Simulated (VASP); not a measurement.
# CdS (Fm-3m) in VASP: settings compared

Aim: see how the results for CdS move with the level of theory and the settings. Levels: PBE, r2SCAN. Tasks: single point.

All numbers are computed with VASP 6.6.1; they aren't measurements. Logs are shortened: lines on timing, memory, paths and dates and some standing lists are left out, and cuts for length are marked.

## (1) The cell of the first run

It takes space group Fm-3m (No. 225, cubic). Conventional cell: a = 5.439 Å, b = 5.439 Å, c = 5.439 Å, α = 90.00°, β = 90.00°, γ = 90.00°. Cd (site symmetry m-3m) has 6 S at 2.72 Å within 3.6 Å. S (site symmetry m-3m) has 6 Cd at 2.72 Å within 3.6 Å.

## (2) Single point, PBE (20.11 Å³/atom)

Contents of INCAR:

```
ALGO     = Normal         # electronic algorithm
EDIFF    = 1E-6           # SCF threshold, eV
ENCUT    = 630            # plane-wave cutoff, eV
GGA      = PE             # functional
GGA_COMPAT= False        
ISIF     = 2              # what is computed and relaxed
ISMEAR   = 0              # smearing method
LASPH    = True           # aspherical terms in the spheres
LCHARG   = True           # write CHGCAR
LELF     = True           # ELF
LREAL    = False          # projectors in reciprocal space
LVHAR    = True         
LWAVE    = False          # write WAVECAR
NBANDS   = 20             # bands
NELM     = 120            # most SCF steps
PREC     = Accurate       # precision mode
SIGMA    = 0.01           # smearing width, eV
```

Contents of KPOINTS:

```
k-points
0
Gamma
  6 6 6
```

Contents of POSCAR:

```
CdS
1.0
    0.0000000000      2.7195463836      2.7195463836
    2.7195463836      0.0000000000      2.7195463836
    2.7195463836      2.7195463836      0.0000000000
Cd S
1 1
Direct
    0.0000000000      0.0000000000      0.0000000000
    0.5000000000      0.5000000000      0.5000000000
```

Potentials or basis: VASP PAW PBE potentials, release 64 (Cd_sv_GW, S).

Started as:

```console
> cat potpaw_PBE.64/Cd_sv_GW/POTCAR potpaw_PBE.64/S/POTCAR > POTCAR
> mpirun -np 1 vasp_std > vasp.out
```

OUTCAR:

```text
EDIFF = 1E-6
   ENCUT = 630
   GGA = PE
   ISIF = 2
   ISMEAR = 0
   LASPH = True
   LREAL = False
   NELM = 120
   PREC = Accurate

 ion  position               nearest neighbor table
   1  0.000  0.000  0.000-   2 2.72   2 2.72   2 2.72   2 2.72   2 2.72   2 2.72
   2  0.500  0.500  0.500-   1 2.72   1 2.72   1 2.72   1 2.72   1 2.72   1 2.72

  LATTYP: Found a face centered cubic cell.
 ALAT       =     5.4390927672

  Lattice vectors:

 A1 = (   0.0000000000,   2.7195463836,   2.7195463836)
 A2 = (   2.7195463836,   0.0000000000,   2.7195463836)
 A3 = (   2.7195463836,   2.7195463836,   0.0000000000)

Analysis of symmetry for initial positions (statically):
=====================================================================
 Subroutine PRICEL returns:
 Original cell was already a primitive cell.

 Routine SETGRP: Setting up the symmetry group for a
 face centered cubic supercell.

 Subroutine GETGRP returns: Found 48 space group operations
 (whereof 48 operations were pure point group operations)
 out of a pool of 48 trial point group operations.

The static configuration has the point symmetry O_h .

Analysis of symmetry for dynamics (positions and initial velocities):
=====================================================================
 Subroutine PRICEL returns:
 Original cell was already a primitive cell.

 Routine SETGRP: Setting up the symmetry group for a
 face centered cubic supercell.

 Subroutine GETGRP returns: Found 48 space group operations
 (whereof 48 operations were pure point group operations)
 out of a pool of 48 trial point group operations.

The dynamic configuration has the point symmetry O_h .

 Subroutine INISYM returns: Found 48 space group operations
 (whereof 48 operations are pure point group operations),
 and found     1 'primitive' translations

----------------------------------------------------------------------------------------

                                     Primitive cell

  volume of cell :      40.2272

  direct lattice vectors                    reciprocal lattice vectors
     0.000000000  2.719546384  2.719546384    -0.183854191  0.183854191  0.183854191
     2.719546384  0.000000000  2.719546384     0.183854191 -0.183854191  0.183854191
     2.719546384  2.719546384  0.000000000     0.183854191  0.183854191 -0.183854191

  length of vectors
     3.846019379  3.846019379  3.846019379     0.318444800  0.318444800  0.318444800

[... 67 lines left out ...]
   LSORBIT =      F    spin-orbit coupling
   LASPH  =      T    aspherical Exc in radial PAW
   ENCUT  =  630.0 eV  46.30 Ry    6.80 a.u.   7.87  7.87  7.87*2*pi/ulx,y,z
   NELM   =    120;   NELMIN=  2; NELMDL= -5     # of ELM steps
   EDIFF  = 0.1E-05   stopping-criterion for ELM
   LREAL  =      F    real-space projection
   EDIFFG = 0.1E-04   stopping-criterion for IOM
   NSW    =      0    number of steps for IOM
   IBRION =     -1    ionic relax: 0-MD 1-quasi-New 2-CG
   NFREE  =      0    steps in history (QN), initial steepest desc. (CG)
   ISIF   =      2    stress and relaxation
   ISYM   =      2    0-nonsym 1-usesym 2-fastsym
   POTIM  = 0.5000    time-step for ionic-motion
   TEBEG  =    0.0;   TEEND  =   0.0 temperature during run
   PSTRESS=    0.0 pullay stress
   NELECT =      26.0000    total number of electrons
   NUPDOWN=      -1.0000    fix difference up-down
   EMIN   =  10.00;   EMAX   =-10.00  energy-range for DOS
   EFERMI =   0.00;   METHOD = LEGACY
   ISMEAR =     0;   SIGMA  =   0.01  broadening in eV -4-tet -1-fermi 0-gaus
   EFERMI_NEDOS =   21; number of points for ismear=-14 and -15
   IALGO  =     38    algorithm
   IMIX   =      4    mixing-type and parameters
     AMIX     =   0.40;   BMIX     =  1.00
     AMIX_MAG =   1.60;   BMIX_MAG =  1.00
  volume/ion in A,a.u.               =      20.11       135.73
  Fermi-wavevector in a.u.,A,eV,Ry     =   1.415444  2.674802 27.259039  2.003483
  Thomas-Fermi vector in A             =   2.536882
   LORBIT       =      0    0 simple, 1 ext, 2 COOP (PROOUT), +10 PAW based schemes
   GGA     = PE    functional components
   LHFCALC =     F    Hartree Fock is set to
   AEXX    =    0.0000 exact exchange contribution
   IVDW    =     0    specifies the selected vdW correction
   LEPSILON=     F    determine dielectric tensor
   LRPA    =     F    only Hartree local field effects (RPA)
 non-spin polarized calculation
 Gauss-broadening in eV      SIGMA  =   0.01
  energy-cutoff  :      630.00
  volume of cell :       40.23
 maximum number of plane-waves:      1464
   NGX = 15   NGY = 15   NGZ = 15

 number of electron      26.0000012 magnetization

 Free energy of the ion-electron system (eV)
  ---------------------------------------------------
  ext. energy  EPLUGINS =         0.00000000
  ---------------------------------------------------
  free energy    TOTEN  =        -5.93663693 eV

  energy without entropy =       -5.93663693  energy(sigma->0) =       -5.93663693

 E-fermi :   5.1251     XC(G=0): -10.6241

 val. band max:        4.9946014316   @ k =   0.5000   0.0000   0.0000
 cond. band min:       5.2465481213   @ k =   0.5000   0.5000   0.0000
 fundamental gap:      0.2519466897
 Fermi energy:         5.1251052440

 k-point     1 :       0.0000    0.0000    0.0000
  band No.  band energies     occupation
      1     -96.6468      2.00000
      2     -57.7123      2.00000
      3     -57.7123      2.00000
      4     -57.7123      2.00000
      5      -7.9232      2.00000
      6      -2.6655      2.00000
[... 357 lines left out ...]
     19      18.8051      0.00000
     20      19.6575      0.00000

------------------------ aborting loop because EDIFF is reached ----------------------------------------

  FORCE on cell =-STRESS in cart. coord.  units (eV):
  Direction    XX          YY          ZZ          XY          YZ          ZX
  --------------------------------------------------------------------------------------
  -------------------------------------------------------------------------------------
  Total        0.5607553      0.5607553      0.5607553     -0.0000000      0.0000000      0.0000000
  in kB       22.3338983     22.3338983     22.3338983     -0.0000000      0.0000000      0.0000000
  external PRESSURE =      22.3338983 kB  Pullay stress =       0.0000000 kB

 VOLUME and BASIS-vectors are now :
 -----------------------------------------------------------------------------
  energy-cutoff  :      630.00
  volume of cell :       40.23
      direct lattice vectors                 reciprocal lattice vectors
     0.000000000  2.719546384  2.719546384    -0.183854191  0.183854191  0.183854191
     2.719546384  0.000000000  2.719546384     0.183854191 -0.183854191  0.183854191
     2.719546384  2.719546384  0.000000000     0.183854191  0.183854191 -0.183854191

 POSITION                                       TOTAL-FORCE (eV/Angst)
 -----------------------------------------------------------------------------------
      0.00000      0.00000      0.00000         0.000000     -0.000000      0.000000
      2.71955      2.71955      2.71955        -0.000000      0.000000     -0.000000
 -----------------------------------------------------------------------------------
    total drift:                                0.000000     -0.000000     -0.000000

  FREE ENERGIE OF THE ION-ELECTRON SYSTEM (eV)
  ---------------------------------------------------
  free  energy   TOTEN  =        -5.9366369328 eV

  energy  without entropy=       -5.9366369328  energy(sigma->0) =       -5.93663693
```

stdout:

```text
POSCAR found type information on POSCAR CdS
 POSCAR found :  2 types and       2 ions
 scaLAPACK will be used
 LDA part: xc-table for (Slater+PW92), standard interpolation
 POSCAR, INCAR and KPOINTS ok, starting setup
 FFT: planning ... GRIDC
 FFT: planning ... GRID_SOFT
 FFT: planning ... GRID
 WAVECAR not read
 entering main loop
```

It took 9.7 s on 1 thread of Intel Xeon 6975P-C (Granite Rapids), shared host; peak memory 0.18 GiB.

Results:

```yaml
Free_energy: -5.9366 eV
Pressure: 2.2 GPa
Band_gap_on_the_k_mesh: 0.25 eV (least direct gap 1.80 eV)
```

Levels at points of the mesh, in eV from the valence-band top:
| k point | band 9 | band 10 | band 11 | band 12 | band 13 | band 14 | band 15 | band 16 | band 17 | band 18 |
| --- | --- | --- | --- | --- | --- | --- | --- | --- | --- | --- |
| (0.00, 0.00, 0.00) | -7.66 | -7.66 | -0.80 | -0.80 | -0.80 | 1.00 | 9.23 | 9.23 | 9.23 | 11.15 |
| (0.50, 0.00, 0.00) | -7.44 | -7.44 | -4.93 | 0.00 | 0.00 | 3.48 | 5.89 | 5.89 | 6.97 | 12.36 |
| (0.50, 0.50, 0.00) | -7.37 | -6.66 | -4.35 | -2.21 | -2.21 | 0.25 | 6.02 | 9.94 | 11.38 | 11.38 |

Caveat: the structure was generated, so it needn't be the stable form of CdS; semilocal functionals underestimate gaps, and a narrow one can read as zero.

## (3) Single point, PBE (19.49 Å³/atom)

This run uses another cell than the first one, of 19.49 Å³/atom.

Contents of INCAR:

```
SYSTEM = CdS
  PREC = Accurate
  ENCUT = 630
  EDIFF = 1E-6
  ISMEAR = 0
  SIGMA = 0.01
  LREAL = .FALSE.
  LASPH = .TRUE.
  NELM = 120
  ALGO = Normal
  ISIF = 2
  LWAVE = .FALSE.
  LCHARG = .FALSE.
  GGA = PE
  NBANDS = 20
  GGA_COMPAT = .FALSE.
```

Contents of KPOINTS:

```
Automatic mesh
0
G
  6 6 6
  0 0 0
```

Contents of POSCAR:

```
CdS
1.0
    0.0000000000      2.6912157152      2.6912157152
    2.6912157152      0.0000000000      2.6912157152
    2.6912157152      2.6912157152      0.0000000000
Cd S
1 1
Direct
    0.0000000000      0.0000000000      0.0000000000
    0.5000000000      0.5000000000      0.5000000000
```

Potentials or basis: VASP PAW PBE potentials, release 64 (Cd_sv_GW, S).

Started as:

```console
> cat potpaw_PBE.64/Cd_sv_GW/POTCAR potpaw_PBE.64/S/POTCAR > POTCAR
> mpirun -np 1 vasp_std > vasp.out
```

Run time: 19 s. Hardware: 1 thread of Intel Xeon Platinum 8259CL at 2.50GHz (Skylake/Cascade Lake), shared host; peak memory 0.18 GiB.

The run converged. Its results:

```yaml
Free_energy: -5.9073 eV
Pressure: 5.0 GPa
Band_gap_on_the_k_mesh: 0.25 eV (least direct gap 2.02 eV)
```

Levels at points of the mesh, in eV from the valence-band top:
| k point | band 10 | band 11 | band 12 | band 13 | band 14 | band 15 | band 16 | band 17 |
| --- | --- | --- | --- | --- | --- | --- | --- | --- |
| (0.00, 0.00, 0.00) | -7.74 | -0.87 | -0.87 | -0.87 | 1.14 | 9.24 | 9.24 | 9.24 |
| (0.50, 0.00, 0.00) | -7.50 | -5.08 | 0.00 | 0.00 | 3.45 | 5.86 | 5.86 | 7.25 |
| (0.50, 0.50, 0.00) | -6.64 | -4.58 | -2.35 | -2.35 | 0.25 | 5.96 | 10.14 | 11.62 |

Caveat: the cell stands under pressure; the structure was generated, so it needn't be the stable form of CdS; semilocal functionals underestimate gaps, and a narrow one can read as zero.

[end of part 1 of 2]
